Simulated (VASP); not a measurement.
# CdS in VASP: further runs, part 2 of 2

VASP 6.6.1.

## 5. Single point, r2SCAN (strain along [111] +0.5%)

The input, POSCAR:

```
CdS
1.0
    0.0090892552      2.7358658006      2.7358658006
    2.7358658006      0.0090892552      2.7358658006
    2.7358658006      2.7358658006      0.0090892552
Cd S
1 1
Direct
    0.0000000000      0.0000000000      0.0000000000
    0.5000000000      0.5000000000      0.5000000000
```

The input, INCAR.step1:

```
PREC = Accurate ; ENCUT = 520
ISMEAR = 0 ; SIGMA = 0.01
LREAL = F ; LASPH = T
NELM = 100 ; NBANDS = 16
GGA = PE ; ALGO = Normal
EDIFF = 1E-4 ; LWAVE = T
LCHARG = F
```

The input, INCAR.step2:

```
PREC = Accurate ; ENCUT = 520
EDIFF = 1E-6 ; ISMEAR = 0
SIGMA = 0.01 ; LREAL = F
LASPH = T ; NELM = 100
ALGO = Normal ; ISIF = 2
LWAVE = F ; LCHARG = F
METAGGA = R2SCAN ; LMIXTAU = T
NBANDS = 16 ; ISTART = 1
```

The input, KPOINTS:

```
regular mesh
0
Gamma
  8 8 8
```

Run with:

```sh
cat potpaw_PBE.64/Cd/POTCAR potpaw_PBE.64/S/POTCAR > POTCAR
cp INCAR.step1 INCAR
mpirun -np 1 vasp_std > vasp.out
cp INCAR.step2 INCAR
mpirun -np 1 vasp_std > vasp.out
```

It took 4.7 min on 1 thread of Intel Xeon 8259CL, shared host; peak memory 0.19 GiB.

It converged, with:

```yaml
Free_energy: -29.5246 eV
Pressure: 0.1 GPa
Band_gap_on_the_k_mesh: 0.72 eV (least direct gap 2.30 eV)
```

Stress tensor (GPa, compression positive):
```
 0.06 -0.12 -0.12
-0.12  0.06 -0.12
-0.12 -0.12  0.06
```

Levels at points of the mesh, in eV from the valence-band top:
```csv
k point,band 7,band 8,band 9,band 10,band 11,band 12
"(0.00, 0.00, 0.00)",-0.79,-0.75,-0.75,1.55,9.67,9.74
"(0.50, 0.00, 0.00)",-4.90,-0.02,-0.01,4.04,6.42,6.46
"(0.50, 0.50, 0.00)",-4.33,-2.21,-2.17,0.72,6.41,10.73
"(0.50, 0.50, 0.50)",-4.93,0.00,0.00,4.08,6.49,6.49
```

Caveat: the cell differs from its parent crystal (strain along [111] +0.5%); the PAW data sets were made with another functional, which shifts forces and pressure a little. A k mesh can miss the band edges.

## 6. Single point, HSE06 (uniaxial x strain -0.5%)

The input, POSCAR:

```
CdS
1.0
    0.0000000000      2.7267765455      2.7267765455
    2.7131426627      0.0000000000      2.7267765455
    2.7131426627      2.7267765455      0.0000000000
Cd S
1 1
Direct
    0.0000000000      0.0000000000      0.0000000000
    0.5000000000      0.5000000000      0.5000000000
```

The input, INCAR.step1:

```
SYSTEM = CdS
ALGO = Normal
EDIFF = 1E-5
ENCUT = 520
GGA = PE
ISIF = 2
ISMEAR = 0
LASPH = .TRUE.
LCHARG = .FALSE.
LREAL = .FALSE.
LWAVE = .TRUE.
NBANDS = 16
NELM = 100
PREC = Accurate
SIGMA = 0.01
```

The input, INCAR.step2:

```
SYSTEM = CdS
ALGO = Normal
EDIFF = 1E-7
ENCUT = 520
GGA = PE
HFSCREEN = 0.2079
ISIF = 2
ISMEAR = 0
ISTART = 1
LASPH = .TRUE.
LCHARG = .FALSE.
LHFCALC = .TRUE.
LREAL = .FALSE.
LWAVE = .FALSE.
NBANDS = 16
NELM = 100
PREC = Accurate
PRECFOCK = Normal
SIGMA = 0.01
```

The input, KPOINTS:

```
k-points
0
G
  6 6 6
  0 0 0
```

Potentials or basis: VASP PAW PBE potentials, release 64 (Cd, S).

Run with:

```sh
cat potpaw_PBE.64/Cd/POTCAR potpaw_PBE.64/S/POTCAR > POTCAR
cp INCAR.step1 INCAR
mpirun -np 1 vasp_std > vasp.out
cp INCAR.step2 INCAR
mpirun -np 1 vasp_std > vasp.out
```

OUTCAR:

```text
SYSTEM = CdS
   EDIFF = 1E-7
   ENCUT = 520
   GGA = PE
   HFSCREEN = 0.2079
   ISIF = 2
   ISMEAR = 0
   ISTART = 1
   LASPH = .TRUE.
   LHFCALC = .TRUE.
   LREAL = .FALSE.
   NELM = 100
   PREC = Accurate
   PRECFOCK = Normal

 ion  position               nearest neighbor table
   1  0.000  0.000  0.000-   2 2.71   2 2.71   2 2.73   2 2.73   2 2.73   2 2.73
   2  0.500  0.500  0.500-   1 2.71   1 2.71   1 2.73   1 2.73   1 2.73   1 2.73

  LATTYP: Found a body centered tetragonal cell.
 ALAT       =     3.8562443722
 C/A-ratio  =     1.4071424945

  Lattice vectors:

 A1 = (  -2.7131426627,   0.0000000000,  -2.7267765455)
 A2 = (  -2.7131426627,   0.0000000000,   2.7267765455)
 A3 = (   2.7131426627,   2.7267765455,   0.0000000000)

Analysis of symmetry for initial positions (statically):
=====================================================================
 Subroutine PRICEL returns:
 Original cell was already a primitive cell.

 Routine SETGRP: Setting up the symmetry group for a
 body centered tetragonal supercell.

 Subroutine GETGRP returns: Found 16 space group operations
 (whereof 16 operations were pure point group operations)
 out of a pool of 16 trial point group operations.

The static configuration has the point symmetry D_4h.

Analysis of symmetry for dynamics (positions and initial velocities):
=====================================================================
 Subroutine PRICEL returns:
 Original cell was already a primitive cell.

 Routine SETGRP: Setting up the symmetry group for a
 body centered tetragonal supercell.

 Subroutine GETGRP returns: Found 16 space group operations
 (whereof 16 operations were pure point group operations)
 out of a pool of 16 trial point group operations.

The dynamic configuration has the point symmetry D_4h.

 Subroutine INISYM returns: Found 16 space group operations
[... 122 lines left out ...]
   GGA     = PE    functional components
   LHFCALC =     T    Hartree Fock is set to
   PRECFOCK=normal    Normal, Fast or Accurate (Low or Medium for compatibility)
   ENCUT4O =  -1.0   cutoff for four orbital integrals eV
   NKREDX  =     1    reduce k-point grid by
   NKREDY  =     1    reduce k-point grid by
   NKREDZ  =     1    reduce k-point grid by
   AEXX    =    0.2500 exact exchange contribution
   HFSCREEN=    0.2079 screening length (either q_TF or 0.3 A-1)
   HFSCREENC=   0.2079 screening length for correlation (either q_TF or 0.3 A-1)
   ENCUTFOCK=  -1.0 apply spherical cutoff to Coloumb kernel
   IVDW    =     0    specifies the selected vdW correction
   LEPSILON=     F    determine dielectric tensor
   LRPA    =     F    only Hartree local field effects (RPA)
 non-spin polarized calculation
 Gauss-broadening in eV      SIGMA  =   0.01
  energy-cutoff  :      520.00
  volume of cell :       40.35
 maximum number of plane-waves:      1106
 NGX is ok and might be reduce to    30
  NGX = 24; NGY = 24; NGZ = 24

 number of electron      18.0000002 magnetization

 Free energy of the ion-electron system (eV)
  ---------------------------------------------------
  ext. energy  EPLUGINS =         0.00000000
  ---------------------------------------------------
  free energy    TOTEN  =        -7.34902632 eV

  energy without entropy =       -7.34902632  energy(sigma->0) =       -7.34902632

 E-fermi :   2.5302     XC(G=0):  -8.6453

 val. band max:        2.4324950375   @ k =   0.5000  -0.0000  -0.0000
 cond. band min:       3.6283007283   @ k =   0.0000   0.5000   0.5000
 fundamental gap:      1.1958056907
 Fermi energy:         2.5302329950

 k-point     1 :       0.0000    0.0000    0.0000
  band No.  band energies     occupation
      1     -11.7335      2.00000
      2      -6.4373      2.00000
      3      -6.4365      2.00000
      4      -6.4124      2.00000
      5      -6.4124      2.00000
      6      -6.4060      2.00000
[... 433 lines left out ...]
      3      -6.4405      2.00000
      4      -6.4101      2.00000
      5      -6.1713      2.00000
      6      -5.8650      2.00000
[... 8 lines left out ...]
     15      16.7916      0.00000
     16      18.7205      0.00000

 [... further k-points ...]

------------------------ aborting loop because EDIFF is reached ----------------------------------------

  FORCE on cell =-STRESS in cart. coord.  units (eV):
  Direction    XX          YY          ZZ          XY          YZ          ZX
  --------------------------------------------------------------------------------------
  -------------------------------------------------------------------------------------
  Total        0.2834154      0.1775306      0.1775306     -0.0000000      0.0000000      0.0000000
  in kB       11.2546572      7.0498853      7.0498853     -0.0000000      0.0000000      0.0000000
  external PRESSURE =       8.4514759 kB  Pullay stress =       0.0000000 kB

 VOLUME and BASIS-vectors are now :
 -----------------------------------------------------------------------------
  energy-cutoff  :      520.00
  volume of cell :       40.35
      direct lattice vectors                 reciprocal lattice vectors
     0.000000000  2.726776545  2.726776545    -0.184288135  0.183366694  0.183366694
     2.713142663  0.000000000  2.726776545     0.184288135 -0.183366694  0.183366694
     2.713142663  2.726776545  0.000000000     0.184288135  0.183366694 -0.183366694

 POSITION                                       TOTAL-FORCE (eV/Angst)
 -----------------------------------------------------------------------------------
      0.00000      0.00000      0.00000        -0.000000      0.000000      0.000000
      2.71314      2.72678      2.72678         0.000000      0.000000      0.000000
 -----------------------------------------------------------------------------------
    total drift:                                0.000001      0.000000     -0.000000

  FREE ENERGIE OF THE ION-ELECTRON SYSTEM (eV)
  ---------------------------------------------------
  free  energy   TOTEN  =        -7.3490263236 eV

  energy  without entropy=       -7.3490263236  energy(sigma->0) =       -7.34902632
```

Run time: 50 min. Hardware: 1 thread of Intel Xeon Platinum 8559C (Emerald Rapids), shared host; peak memory 0.29 GiB.

Results:

- Free energy: -7.3490 eV
- Pressure: 0.8 GPa
- Band gap on the k mesh: 1.20 eV (least direct gap 2.77 eV)

Stress tensor (GPa, compression positive):
```
1.13 0.00 0.00
0.00 0.70 0.00
0.00 0.00 0.70
```

Levels at points of the mesh, in eV from the valence-band top:
| k point | band 6 | band 7 | band 8 | band 9 | band 10 | band 11 | band 12 | band 13 |
| --- | --- | --- | --- | --- | --- | --- | --- | --- |
| (0.00, 0.00, 0.00) | -8.84 | -0.80 | -0.77 | -0.77 | 2.00 | 10.35 | 10.35 | 10.38 |
| (0.50, 0.00, 0.00) | -8.63 | -5.34 | -0.03 | 0.00 | 4.43 | 6.97 | 7.03 | 8.52 |
| (0.50, 0.50, 0.00) | -7.77 | -4.69 | -2.36 | -2.31 | 1.22 | 6.92 | 11.38 | 12.89 |
| (0.00, 0.50, 0.50) | -7.75 | -4.69 | -2.35 | -2.35 | 1.20 | 6.88 | 11.43 | 12.92 |

Caveat: the cell differs from its parent crystal (uniaxial x strain -0.5%); the PAW data sets were made with another functional, which shifts forces and pressure a little.

## 7. The runs side by side

```csv
level,cell,k mesh,smearing,grid for exact exchange (PRECFOCK),share of exact exchange,screening parameter,gap on the mesh (eV),pressure (GPa)
PBE,"a = 3.799, b = 3.799, c = 3.856 Å, angles 59.5, 59.5, 61.0°, 2 atoms",8 × 8 × 8,fermi-dirac 0.02 eV,-,-,-,0.07,5.0
r2SCAN,"a = 3.799, b = 3.799, c = 3.856 Å, angles 59.5, 59.5, 61.0°, 2 atoms",8 × 8 × 8,fermi-dirac 0.02 eV,-,-,-,0.54,3.4
r2SCAN,"a = 3.882 Å, angles 57.9°, 2 atoms",8 × 8 × 8,fermi-dirac 0.02 eV,-,-,-,0.61,3.0
r2SCAN,"a = 3.869 Å, angles 59.8°, 2 atoms",8 × 8 × 8,gaussian 0.01 eV,-,-,-,0.72,0.1
HSE06,"a = 3.856, b = 3.847, c = 3.847 Å, angles 60.2, 59.9, 59.9°, 2 atoms",6 × 6 × 6,gaussian 0.01 eV,Normal,0.25,0.2079 1/Å,1.20,0.8
```

Alike in all rows: task single point; potentials or basis VASP PAW PBE potentials, release 64 (Cd, S); no spin polarisation; cutoff (eV) 520.

Caveats: the PAW data sets were made with another functional, which shifts forces and pressure a little (at least some runs); the cell stands under pressure (at least some runs).

Absolute energies hang on the potentials; compare differences alone.
